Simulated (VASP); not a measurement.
**ScOs3: relaxation of cell and atoms with PBE**

Crystal: ScOs3.

```
Sc Os
1.0
    -1.88133    1.88133    4.20245
     1.88133   -1.88133    4.20245
     1.88133    1.88133   -4.20245
Sc Os
1 3
Direct
  0.00000 0.00000 0.00000
  0.50000 0.50000 0.00000
  0.25000 0.75000 0.50000
  0.75000 0.25000 0.50000
```

```
Program                : VASP 6.6.1
Task                   : relaxation of cell and atoms
Functional             : PBE
Potentials or basis    : VASP PAW PBE potentials, release 64 (Sc_sv, Os)
Cutoff                 : 600 eV
k mesh                 : 6 × 6 × 6
Occupations            : gaussian, width 0.1 eV
Spin                   : no spin polarisation
Dipole correction      : no
Further INCAR settings : ALGO = Normal; EDIFF = 1e-07; IBRION = 2; EDIFFG = -0.04; NSW = 90; ISIF = 3
```

```
Relaxed volume                        : 15.43 Å³/atom
Relaxed cell                          : a = 4.847 Å, b = 4.847 Å, c = 4.847 Å, α = 131.95°, β = 131.95°, γ = 70.32°
Space group after relaxing (to 0.1 Å) : I4/mmm (No. 139)
Energy gained by relaxing             : 61.5 meV/atom
Ionic steps                           : 9
Pressure after relaxing               : 0.0 GPa
Band gap on the k mesh                : zero (an odd number of electrons rules out a gap without spin polarisation)
```

Step by step:
```tsv
step	energy change (eV)	largest force (eV/Å)	pressure (GPa)	volume (Å³)
1	0.0000	0.0000	11.98	59.50
2	0.4023	0.0000	-23.29	69.51
3	-0.1452	0.0000	-3.07	62.71
4	-0.1455	0.0000	-2.52	62.57
5	-0.2264	0.0000	-0.22	61.86
6	-0.2424	0.0000	1.54	61.39
7	-0.2429	0.0000	1.99	61.27
8	-0.2303	0.0000	-4.13	62.72
9	-0.2462	0.0000	-0.03	61.72
```

Final structure:
```
Sc Os
1.0
    -1.97341    1.97341    3.96247
     1.97341   -1.97341    3.96247
     1.97341    1.97341   -3.96247
Sc Os
1 3
Cartesian
  0.0000 0.0000 0.0000
  0.0000 0.0000 3.9625
  1.9734 0.0000 1.9812
  0.0000 1.9734 1.9812
```

Levels at points of the mesh, in eV from the Fermi level:
| k point | band 15 | band 16 | band 17 | band 18 | band 19 | band 20 |
| --- | --- | --- | --- | --- | --- | --- |
| (0.00, 0.00, 0.00) | -0.50 | -0.50 | -0.30 | 0.12 | 1.16 | 3.03 |
| (0.50, 0.00, 0.00) | -2.34 | -1.25 | -0.24 | -0.19 | -0.10 | 1.50 |
| (0.50, 0.50, 0.00) | -0.94 | -0.85 | -0.39 | 0.29 | 0.46 | 0.91 |
| (0.50, 0.50, 0.50) | -0.20 | -0.20 | 1.18 | 1.18 | 1.36 | 2.18 |

Wall time 13 min on 1 thread of Oxide Virtual Turin-like Processor, with other jobs on the host, peak memory 0.23 GiB.

Caveat: spin-orbit coupling is left out, which moves the levels of the heavy elements.
